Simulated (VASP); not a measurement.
# Na3YbGeSe (R3m) in VASP: single point with PBE

Aim: the single point of Na3YbGeSe with PBE.

All numbers are computed with VASP 6.6.1; they aren't measurements. Logs are shortened: lines on timing, memory, paths and dates and some standing lists are left out, and cuts for length are marked.

**1. The cell of the first run**

It takes space group R3m (No. 160, trigonal). Conventional cell: a = 6.566 Å, b = 6.566 Å, c = 12.619 Å, α = 90.00°, β = 90.00°, γ = 120.00°. Within 3.7 Å of Na (site symmetry m) lie 2 Se at 2.79 to 2.89 Å and 4 Na at 3.06 to 3.50 Å and 3 Ge at 3.27 to 3.60 Å and 3 Yb at 3.40 to 3.60 Å. Yb (site symmetry 3m) has 4 Ge at 2.93 to 4.00 Å and 9 Na at 3.40 to 3.60 Å and 3 Se at 3.82 Å within 4.0 Å. Within 4.0 Å of Ge (site symmetry 3m) lie 4 Yb at 2.93 to 4.00 Å and 9 Na at 3.27 to 3.60 Å and 3 Se at 3.88 Å. Within 3.9 Å of Se (site symmetry 3m) lie 6 Na at 2.79 to 2.89 Å and 3 Yb at 3.82 Å and 3 Ge at 3.88 Å.

The cell was built from a structure type or drawn by symmetry, and may not be a known phase.

**2. Single point, PBE, collinear spin, ferromagnetic start**

The input, INCAR:

```
PREC = Accurate ; ENCUT = 520
EDIFF = 1E-7 ; ISMEAR = 0
SIGMA = 0.15 ; LREAL = F
LASPH = T ; NELM = 150
ALGO = Normal ; ISIF = 2
LWAVE = F ; LCHARG = F
ISPIN = 2 ; MAGMOM = 0 0 0 1 0 0
LORBIT = 11 ; LMAXMIX = 6
GGA = PE ; NBANDS = 46
```

The input, KPOINTS:

```
regular mesh
0
Gamma
  3 3 3
```

The input, POSCAR:

```
Na3YbGeSe
1.0
    3.2827881335      1.8953186126      4.2064075900
   -3.2827881335      1.8953186126      4.2064075900
    0.0000000000     -3.7906372251      4.2064075900
Na Yb Ge Se
3 1 1 1
Direct
    0.1067062812      0.5733931628      0.1067062812
    0.1067062812      0.1067062812      0.5733931628
    0.5733931628      0.1067062812      0.1067062812
    0.7124436065      0.7124436065      0.7124436065
    0.4799099775      0.4799099775      0.4799099775
    0.0815217607      0.0815217607      0.0815217607
```

Potentials or basis: VASP PAW PBE potentials, release 64 (Na_pv, Yb, Ge_d, Se).

Run with:

```sh
$ cat potpaw_PBE.64/Na_pv/POTCAR potpaw_PBE.64/Yb/POTCAR potpaw_PBE.64/Ge_d/POTCAR potpaw_PBE.64/Se/POTCAR > POTCAR
$ mpirun -np 1 vasp_std > vasp.out
```

OUTCAR:

```text
PREC = Accurate
   ENCUT = 520
   EDIFF = 1E-7
   ISMEAR = 0
   LREAL = F
   LASPH = T
   NELM = 150
   ISIF = 2
   ISPIN = 2
   LORBIT = 11
   GGA = PE

 ion  position               nearest neighbor table
   1  0.107  0.573  0.107-   6 2.79
   2  0.107  0.107  0.573-   6 2.79
   3  0.573  0.107  0.107-   6 2.79
   4  0.712  0.712  0.712-   5 2.93
   5  0.480  0.480  0.480-   4 2.93
   6  0.082  0.082  0.082-   2 2.79   1 2.79   3 2.79

  LATTYP: Found a trigonal (rhomboedric) cell.
 ALAT       =     5.6624019096
 COS(alpha) =     0.3277755230

  Lattice vectors:

 A1 = (   3.2827881335,   1.8953186126,   4.2064075900)
 A2 = (  -3.2827881335,   1.8953186126,   4.2064075900)
 A3 = (   0.0000000000,  -3.7906372251,   4.2064075900)

Analysis of symmetry for initial positions (statically):
=====================================================================
 Subroutine PRICEL returns:
 Original cell was already a primitive cell.

 Routine SETGRP: Setting up the symmetry group for a
 trigonal (rhombohedral) supercell.

 Subroutine GETGRP returns: Found  6 space group operations
 (whereof  6 operations were pure point group operations)
 out of a pool of 12 trial point group operations.

The static configuration has the point symmetry C_3v.

Analysis of symmetry for dynamics (positions and initial velocities):
=====================================================================
 Subroutine PRICEL returns:
 Original cell was already a primitive cell.

 Routine SETGRP: Setting up the symmetry group for a
 trigonal (rhombohedral) supercell.

 Subroutine GETGRP returns: Found  6 space group operations
 (whereof  6 operations were pure point group operations)
 out of a pool of 12 trial point group operations.

The dynamic configuration has the point symmetry C_3v.

Analysis of structural, dynamic, and magnetic symmetry:
=====================================================================
 Subroutine PRICEL returns:
 Original cell was already a primitive cell.

 Routine SETGRP: Setting up the symmetry group for a
 trigonal (rhombohedral) supercell.

 Subroutine GETGRP returns: Found  6 space group operations
 (whereof  6 operations were pure point group operations)
 out of a pool of 12 trial point group operations.

The overall configuration has the point symmetry C_3v.

 Subroutine INISYM returns: Found  6 space group operations
 (whereof  6 operations are pure point group operations),
 and found     1 'primitive' translations

----------------------------------------------------------------------------------------

                                     Primitive cell

  volume of cell :     157.0318

  direct lattice vectors                    reciprocal lattice vectors
     3.282788133  1.895318613  4.206407590     0.152309555  0.087935963  0.079244183
    -3.282788133  1.895318613  4.206407590    -0.152309555  0.087935963  0.079244183
     0.000000000 -3.790637225  4.206407590     0.000000000 -0.175871925  0.079244183

  length of vectors
     5.662401910  5.662401910  5.662401910     0.192900427  0.192900427  0.192900427

  position of ions in fractional coordinates (direct lattice)
     0.106706281  0.573393163  0.106706281
     0.106706281  0.106706281  0.573393163
     0.573393163  0.106706281  0.106706281
     0.712443607  0.712443607  0.712443607
     0.479909978  0.479909978  0.479909978
     0.081521761  0.081521761  0.081521761

  ion indices of the primitive-cell ions
   primitive index   ion index
                 1           1
                 2           2
                 3           3
                 4           4
                 5           5
                 6           6

----------------------------------------------------------------------------------------

 KPOINTS: regular mesh

Automatic generation of k-mesh.
 Grid dimensions read from file:
 generate k-points for:    3    3    3

 Generating k-lattice:

  Cartesian coordinates                     Fractional coordinates (reciprocal lattice)
     0.050769852  0.029311988  0.026414728     0.333333333 -0.000000000 -0.000000000
    -0.050769852  0.029311988  0.026414728    -0.000000000  0.333333333 -0.000000000
     0.000000000 -0.058623975  0.026414728     0.000000000  0.000000000  0.333333333

  Length of vectors
     0.064300142  0.064300142  0.064300142

  Shift w.r.t. Gamma in fractional coordinates (k-lattice)
     0.000000000  0.000000000  0.000000000

 Subroutine IBZKPT returns following result:
 ===========================================

 Found      6 irreducible k-points:

 Following reciprocal coordinates:
            Coordinates               Weight
  0.000000  0.000000  0.000000      1.000000
  0.333333 -0.000000  0.000000      6.000000
  0.333333  0.333333  0.000000      6.000000
 -0.333333  0.333333  0.000000      6.000000
  0.333333  0.333333  0.333333      2.000000
 -0.333333  0.333333  0.333333      6.000000
   k-points           NKPTS =      6   k-points in BZ     NKDIM =      6   number of bands    NBANDS=     46
   number of dos      NEDOS =    301   number of ions     NIONS =      6
   total plane-waves  NPLWV =  74088
   dimension x,y,z NGX =    42 NGY =   42 NGZ =   42
   dimension x,y,z NGXF=    84 NGYF=   84 NGZF=   84
   ions per type =               3   1   1   1
   NGX,Y,Z   is equivalent  to a cutoff of  12.33, 12.33, 12.33 a.u.
   NGXF,Y,Z  is equivalent  to a cutoff of  24.66, 24.66, 24.66 a.u.
 SYSTEM =  unknown system
   PREC   = accura    normal or accurate (medium, high low for compatibility)
   ISTART =      0    job   : 0-new  1-cont  2-samecut
   ICHARG =      2    charge: 1-file 2-atom 10-const
   ISPIN  =      2    spin polarized calculation?
   LNONCOLLINEAR =      F non collinear calculations
   LSORBIT =      F    spin-orbit coupling
   LASPH  =      T    aspherical Exc in radial PAW
   ENCUT  =  520.0 eV  38.22 Ry    6.18 a.u.  10.53 10.53 10.53*2*pi/ulx,y,z
   NELM   =    150;   NELMIN=  2; NELMDL= -5     # of ELM steps
   EDIFF  = 0.1E-06   stopping-criterion for ELM
   LREAL  =      F    real-space projection
   EDIFFG = 0.1E-05   stopping-criterion for IOM
   NSW    =      0    number of steps for IOM
   IBRION =     -1    ionic relax: 0-MD 1-quasi-New 2-CG
   NFREE  =      0    steps in history (QN), initial steepest desc. (CG)
   ISIF   =      2    stress and relaxation
   ISYM   =      2    0-nonsym 1-usesym 2-fastsym
   POTIM  = 0.5000    time-step for ionic-motion
   TEBEG  =    0.0;   TEEND  =   0.0 temperature during run
   PSTRESS=    0.0 pullay stress
   NELECT =      65.0000    total number of electrons
   NUPDOWN=      -1.0000    fix difference up-down
   EMIN   =  10.00;   EMAX   =-10.00  energy-range for DOS
   EFERMI =   0.00;   METHOD = LEGACY
   ISMEAR =     0;   SIGMA  =   0.15  broadening in eV -4-tet -1-fermi 0-gaus
   EFERMI_NEDOS =   21; number of points for ismear=-14 and -15
   IALGO  =     38    algorithm
   IMIX   =      4    mixing-type and parameters
     AMIX     =   0.40;   BMIX     =  1.00
     AMIX_MAG =   1.60;   BMIX_MAG =  1.00
  volume/ion in A,a.u.               =      26.17       176.62
  Fermi-wavevector in a.u.,A,eV,Ry     =   1.220066  2.305591 20.253108  1.488561
  Thomas-Fermi vector in A             =   2.355297
   LORBIT       =     11    0 simple, 1 ext, 2 COOP (PROOUT), +10 PAW based schemes
   GGA     = PE    functional components
   LHFCALC =     F    Hartree Fock is set to
   AEXX    =    0.0000 exact exchange contribution
   IVDW    =     0    specifies the selected vdW correction
   LEPSILON=     F    determine dielectric tensor
   LRPA    =     F    only Hartree local field effects (RPA)
 spin polarized calculation
 Gauss-broadening in eV      SIGMA  =   0.15
  energy-cutoff  :      520.00
  volume of cell :      157.03
 maximum number of plane-waves:      4246
 NGX is ok and might be reduce to    42
   NGX = 21   NGY = 21   NGZ = 21

 number of electron      65.0000003 magnetization      -0.0013813

 number of electron      65.0000003 magnetization       0.0004600

 Free energy of the ion-electron system (eV)
  ---------------------------------------------------
  ext. energy  EPLUGINS =         0.00000000
  ---------------------------------------------------
  free energy    TOTEN  =       -17.08094262 eV

  energy without entropy =      -17.02128949  energy(sigma->0) =      -17.05111606

 E-fermi :   1.9791     XC(G=0):  -8.6818

 val. band max:        1.9369777918   @ k =   0.0000   0.0000   0.0000
 cond. band min:       2.1313841689   @ k =   0.3333   0.3333   0.0000
 fundamental gap:      0.1944063771
 Fermi energy:         1.9791463257

 spin component 1

 k-point     1 :       0.0000    0.0000    0.0000
  band No.  band energies     occupation
      1     -49.8953      1.00000
      2     -22.3133      1.00000
      3     -22.2911      1.00000
      4     -22.2911      1.00000
      5     -22.2168      1.00000
      6     -22.1758      1.00000
[... 36 lines left out ...]
     43       8.4503      0.00000
     44       8.4621      0.00000

 k-point     2 :       0.3333   -0.0000    0.0000
  band No.  band energies     occupation
      1     -49.8953      1.00000
      2     -22.3091      1.00000
      3     -22.2930      1.00000
      4     -22.2850      1.00000
      5     -22.2164      1.00000
      6     -22.1667      1.00000
[... 180 lines left out ...]
 k-point     6 :      -0.3333    0.3333    0.3333
  band No.  band energies     occupation
      1     -49.8953      1.00000
      2     -22.3092      1.00000
      3     -22.2953      1.00000
      4     -22.2899      1.00000
      5     -22.2145      1.00000
      6     -22.1714      1.00000
[... 36 lines left out ...]
     43       8.4814      0.00000
     44       8.4869      0.00000
 Fermi energy:         1.9791463257

 spin component 2

 k-point     1 :       0.0000    0.0000    0.0000
  band No.  band energies     occupation
      1     -49.8951      1.00000
      2     -22.3133      1.00000
      3     -22.2909      1.00000
      4     -22.2909      1.00000
      5     -22.2167      1.00000
      6     -22.1758      1.00000
[... 36 lines left out ...]
     43       8.4503      0.00000
     44       8.4621      0.00000

 k-point     2 :       0.3333   -0.0000    0.0000
  band No.  band energies     occupation
      1     -49.8951      1.00000
      2     -22.3091      1.00000
      3     -22.2928      1.00000
      4     -22.2848      1.00000
      5     -22.2164      1.00000
      6     -22.1667      1.00000
[... 180 lines left out ...]
 k-point     6 :      -0.3333    0.3333    0.3333
  band No.  band energies     occupation
      1     -49.8951      1.00000
      2     -22.3091      1.00000
      3     -22.2951      1.00000
      4     -22.2897      1.00000
      5     -22.2145      1.00000
      6     -22.1714      1.00000
[... 36 lines left out ...]
     43       8.4814      0.00000
     44       8.4869      0.00000
 [bands above 44 left out]

------------------------ aborting loop because EDIFF is reached ----------------------------------------

  FORCE on cell =-STRESS in cart. coord.  units (eV):
  Direction    XX          YY          ZZ          XY          YZ          ZX
  --------------------------------------------------------------------------------------
  -------------------------------------------------------------------------------------
  Total       -0.1650825     -0.1650825      0.2027420     -0.0000000      0.0000000      0.0000000
  in kB       -1.6843174     -1.6843174      2.0685529     -0.0000000      0.0000000      0.0000000
  external PRESSURE =      -0.4333606 kB  Pullay stress =       0.0000000 kB

 VOLUME and BASIS-vectors are now :
 -----------------------------------------------------------------------------
  energy-cutoff  :      520.00
  volume of cell :      157.03
      direct lattice vectors                 reciprocal lattice vectors
     3.282788133  1.895318613  4.206407590     0.152309555  0.087935963  0.079244183
    -3.282788133  1.895318613  4.206407590    -0.152309555  0.087935963  0.079244183
     0.000000000 -3.790637225  4.206407590     0.000000000 -0.175871925  0.079244183

 POSITION                                       TOTAL-FORCE (eV/Angst)
 -----------------------------------------------------------------------------------
     -1.53203      0.88452      3.30963         0.030101     -0.017379      0.027776
      0.00000     -1.76904      3.30963        -0.000000      0.034758      0.027776
      1.53203      0.88452      3.30963        -0.030101     -0.017379      0.027776
      0.00000      0.00000      8.99048        -0.000000     -0.000000     -0.064916
      0.00000      0.00000      6.05609        -0.000000     -0.000000     -0.009945
      0.00000      0.00000      1.02874        -0.000000     -0.000000     -0.008468
 -----------------------------------------------------------------------------------
    total drift:                                0.000000     -0.000002     -0.003311

  FREE ENERGIE OF THE ION-ELECTRON SYSTEM (eV)
  ---------------------------------------------------
  free  energy   TOTEN  =       -17.0809426214 eV

  energy  without entropy=      -17.0212894941  energy(sigma->0) =      -17.05111606

 total charge

# of ion       s       p       d       f       tot
--------------------------------------------------
    1        0.085   5.991   0.000   0.000   6.076
    2        0.085   5.991   0.000   0.000   6.076
    3        0.085   5.991   0.000   0.000   6.076
    4        2.179   5.972   0.238  13.663  22.052
    5        1.202   1.003   9.959   0.000  12.164
    6        1.463   2.358   0.008   0.000   3.829
--------------------------------------------------
tot          5.098  27.305  10.205  13.663  56.272

 magnetization (x)

# of ion       s       p       d       f       tot
--------------------------------------------------
    1        0.000   0.000   0.000   0.000   0.000
    2        0.000   0.000   0.000   0.000   0.000
    3        0.000   0.000   0.000   0.000   0.000
    4        0.000  -0.000   0.000   0.000   0.000
    5        0.000   0.000  -0.000   0.000   0.000
    6        0.000   0.000   0.000   0.000   0.000
--------------------------------------------------
tot          0.000   0.000   0.000   0.000   0.000
```

Wall time 4 min (1 thread of Intel Xeon 6975P-C (Granite Rapids), shared host); peak memory 0.39 GiB.

Results:

- Free energy: -17.0809 eV
- Pressure: 0.0 GPa
- Largest force: 0.065 eV/Å
- Net moment: 0.00 μB per cell
- Valence electrons inside the program's atomic spheres: Na 6.08; Yb 22.05; Ge 12.16; Se 3.83

Forces in eV/Å, atoms in the order of the input:
```
Na   0.030 -0.017  0.028
Na   0.000  0.035  0.028
Na  -0.030 -0.017  0.028
Yb   0.000  0.000 -0.065
Ge   0.000  0.000 -0.010
Se   0.000  0.000 -0.008
```

Stress tensor (GPa, compression positive):
```
-0.17  0.00  0.00
 0.00 -0.17  0.00
 0.00  0.00  0.21
```

Caveat: the k points lie up to 0.40 Å⁻¹ apart; spin-orbit coupling is left out, which moves the levels of the heavy elements.
